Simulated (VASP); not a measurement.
A run of VASP 6.6.1 is set up as follows.

Contents of INCAR:

```
SYSTEM = Tl
PREC     = Accurate       ! precision mode
ENCUT    = 520            ! plane-wave cutoff, eV
EDIFF    = 1E-6           ! SCF threshold, eV
ISMEAR   = -1             ! smearing method
SIGMA    = 0.1            ! smearing width, eV
LREAL    = .False.        ! projectors in reciprocal space
LASPH    = .True.         ! aspherical terms in the spheres
NELM     = 60             ! most SCF steps
ALGO     = Normal         ! electronic algorithm
ISIF     = 2              ! what is computed and relaxed
LWAVE    = .False.        ! write WAVECAR
LCHARG   = .True.         ! write CHGCAR
GGA      = PS             ! functional
LELF     = .True.         ! ELF
LVHAR    = .True.       
NBANDS   = 20             ! bands
```

KPOINTS

```
regular mesh
0
Gamma
  10 10 10
  0 0 0
```

File POSCAR:

```
Tl
1.0
    0.0000000000      2.5337918558      2.5337918558
    2.5337918558      0.0000000000      2.5337918558
    2.5337918558      2.5337918558      0.0000000000
Tl
2
Direct
   -0.1250000000     -0.1250000000     -0.1250000000
    0.1250000000      0.1250000000      0.1250000000
```

Potentials or basis: VASP PAW PBE potentials, release 64 (Tl_d).

Launch:

```sh
$ cat potpaw_PBE.64/Tl_d/POTCAR > POTCAR
$ mpirun -np 1 vasp_std > vasp.out
```

Problem. What does it give for the band gap on the k mesh?

Solution. Zero (bands 13 and 14 overlap by 10.23 eV).

Problem. Predict the pressure.

Solution. 224.0 GPa.

Caveat: the cell stands under pressure; the PAW data sets were made with another functional, which shifts forces and pressure a little; spin-orbit coupling is left out, which moves the levels of the heavy elements.
